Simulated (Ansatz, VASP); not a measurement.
Two plane-wave programs on Na4CdIr

File INCAR:

```
PREC     = Accurate       # precision mode
ENCUT    = 520            # plane-wave cutoff, eV
EDIFF    = 1E-6           # SCF threshold, eV
ISMEAR   = 0              # smearing method
SIGMA    = 0.1            # smearing width, eV
LREAL    = F              # projectors in reciprocal space
LASPH    = T              # aspherical terms in the spheres
NELM     = 60             # most SCF steps
ALGO     = Fast           # electronic algorithm
ISIF     = 2              # what is computed and relaxed
LWAVE    = F              # write WAVECAR
LCHARG   = F              # write CHGCAR
GGA      = PE             # functional
NBANDS   = 34             # bands
```

Contents of KPOINTS:

```
Automatic mesh
0
Gamma
  4 4 4
```

The input POSCAR:

```
Na4CdIr
1.0
    0.0000000000      3.8422917012      3.8422917012
    3.8422917012      0.0000000000      3.8422917012
    3.8422917012      3.8422917012      0.0000000000
Na Cd Ir
4 1 1
Direct
    0.3750000000      0.8750000000      0.3750000000
    0.3750000000      0.3750000000      0.8750000000
    0.3750000000      0.3750000000      0.3750000000
    0.8750000000      0.3750000000      0.3750000000
    0.7500000000      0.7500000000      0.7500000000
    0.0000000000      0.0000000000      0.0000000000
```

Input for Ansatz:

```yaml
crystal:
  lattice:
    - [0.0, 3.8422917012, 3.8422917012]
    - [3.8422917012, 0.0, 3.8422917012]
    - [3.8422917012, 3.8422917012, 0.0]
  atoms:
    - { symbol: Na, position: [0.375, 0.875, 0.375] }
    - { symbol: Na, position: [0.375, 0.375, 0.875] }
    - { symbol: Na, position: [0.375, 0.375, 0.375] }
    - { symbol: Na, position: [0.875, 0.375, 0.375] }
    - { symbol: Cd, position: [0.75, 0.75, 0.75] }
    - { symbol: Ir, position: [0.0, 0.0, 0.0] }
basis:
  ecutwfc: 420
kpoints:
  mp_grid: { grid: [4, 4, 4] }
hamiltonian:
  xc: pbe
scf:
  occupations: { method: gaussian, width: 0.1 }
  lower_state_search: "off"
output:
  forces: true
  stress: true
  eigenvalues: true
```

Alike in both runs: task single point; functional PBE; k mesh 4 × 4 × 4; occupations gaussian, width 0.1 eV; no spin polarisation.

|  | VASP | Ansatz |
| --- | --- | --- |
| version | VASP 6.6.1 | Ansatz 0.2.0 |
| potentials or method | VASP PAW PBE potentials, release 64 (Na_pv, Cd, Ir), cutoff 520 eV | scalar-relativistic, plane waves, PAW |
| valence electrons in the cell | 49 | 73 |

|  | VASP | Ansatz | Ansatz less VASP |
| --- | --- | --- | --- |
| gap on the k mesh at the Fermi level (eV) | none | none | - |
| pressure (GPa) | 4.4 | 4.3 | -0.09 |

A gap of «none» marks a metal or a gap that the smearing closes. VASP's potentials hold 49 valence electrons a cell and Ansatz's 73, so a difference there can come from the potentials and not from the codes.

Spin-orbit coupling is off throughout.
